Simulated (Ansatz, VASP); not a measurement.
# One calculation of Mg2CdO3, two programs

```
CELL_PARAMETERS angstrom
3.11810 0.00000 0.00000
-1.55905 2.70035 0.00000
0.00000 0.00000 7.78630
ATOMIC_POSITIONS crystal
Mg 0.33333 0.66667 0.65626
Mg 0.66667 0.33333 0.34374
Cd 0.00000 0.00000 0.00000
O 0.00000 0.00000 0.50000
O 0.33333 0.66667 0.19497
O 0.66667 0.33333 0.80503
```

Alike in both runs: task relaxation of cell and atoms; functional PBE; k mesh 12 × 12 × 4; occupations gaussian, width 0.02 eV; no spin polarisation.

```csv
,VASP,Ansatz
version,VASP 6.6.1,Ansatz 0.2.0
potentials or method,"VASP PAW PBE potentials, release 64 (Mg, Cd, O), cutoff 600 eV","scalar-relativistic, plane waves, PAW"
valence electrons in the cell,34,58
```

```tsv
	VASP	Ansatz	Ansatz less VASP
gap on the k mesh at the Fermi level, each at its own relaxed structure (eV)	1.91	1.95	+0.035
relaxed volume (Å³/atom)	10.91	10.93	+0.012
relaxed length of the cell vector where the two differ most in proportion (Å)	3.115	3.118	+0.0027
```

VASP's potentials hold 34 valence electrons a cell and Ansatz's 58, so a difference there can come from the potentials and not from the codes.
